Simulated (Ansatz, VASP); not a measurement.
**SiC: VASP beside Ansatz**

File INCAR:

```
PREC = Accurate
ENCUT = 600
EDIFF = 1E-6
ISMEAR = 0
SIGMA = 0.1
LREAL = False
LASPH = True
NELM = 100
ALGO = Fast
ISIF = 3
LWAVE = False
LCHARG = False
GGA = PE
IBRION = 2
NSW = 100
EDIFFG = -0.01
```

KPOINTS

```
Automatic mesh
0
Gamma
  8 6 12
```

POSCAR

```
SiC
1.0
    5.2172830588      0.0000000000      0.0000000000
    0.0000000000      8.2028329044      0.0000000000
    0.0000000000      0.0000000000      2.9341782804
Si C
6 6
Direct
    0.5908878194      0.6449467063      0.5000000000
    0.4091121806      0.3550532937      0.5000000000
    0.0000000000      0.5000000000      0.0000000000
    0.0908878194      0.8550532937      0.5000000000
    0.9091121806      0.1449467063      0.5000000000
    0.5000000000      0.0000000000      0.0000000000
    0.0550471673      0.3463598526      0.5000000000
    0.9449528327      0.6536401474      0.5000000000
    0.5000000000      0.5000000000      0.0000000000
    0.5550471673      0.1536401474      0.5000000000
    0.4449528327      0.8463598526      0.5000000000
    0.0000000000      0.0000000000      0.0000000000
```

Input for Ansatz:

```yaml
crystal:
  lattice:
    - [5.2172830588, 0.0, 0.0]
    - [0.0, 8.2028329044, 0.0]
    - [0.0, 0.0, 2.9341782804]
  atoms:
    - { symbol: Si, position: [0.5908878194, 0.6449467063, 0.5] }
    - { symbol: Si, position: [0.4091121806, 0.3550532937, 0.5] }
    - { symbol: Si, position: [0.0, 0.5, 0.0] }
    - { symbol: Si, position: [0.0908878194, 0.8550532937, 0.5] }
    - { symbol: Si, position: [0.9091121806, 0.1449467063, 0.5] }
    - { symbol: Si, position: [0.5, 0.0, 0.0] }
    - { symbol: C, position: [0.0550471673, 0.3463598526, 0.5] }
    - { symbol: C, position: [0.9449528327, 0.6536401474, 0.5] }
    - { symbol: C, position: [0.5, 0.5, 0.0] }
    - { symbol: C, position: [0.5550471673, 0.1536401474, 0.5] }
    - { symbol: C, position: [0.4449528327, 0.8463598526, 0.5] }
    - { symbol: C, position: [0.0, 0.0, 0.0] }
basis:
  ecutwfc: 420
kpoints:
  mp_grid: { grid: [8, 6, 12] }
hamiltonian:
  xc: pbe
scf:
  occupations: { method: gaussian, width: 0.1 }
output:
  forces: true
  stress: true
  eigenvalues: true
relax:
  adjacent_minimum: "off"
  f_tol: 0.01
  max_steps: 80
  cell: { stress_tol: 0.05 }
```

Alike in both runs: task relaxation of cell and atoms; functional PBE; k mesh 8 × 6 × 12; occupations gaussian, width 0.1 eV; no spin polarisation.

|  | VASP | Ansatz |
| --- | --- | --- |
| version | VASP 6.6.1 | Ansatz 0.2.0 |
| potentials or method | VASP PAW PBE potentials, release 64 (Si, C), cutoff 600 eV | scalar-relativistic, plane waves, PAW |
| valence electrons in the cell | 48 | 48 |

```csv
,VASP,Ansatz,Ansatz less VASP
"gap on the k mesh at the Fermi level, each at its own relaxed structure (eV)",none,none,-
relaxed volume (Å³/atom),10.47,10.47,+0.005
relaxed cell length with the largest relative difference (Å),8.190,8.192,+0.0024
```

A gap of «none» marks a metal or a gap that the smearing closes.
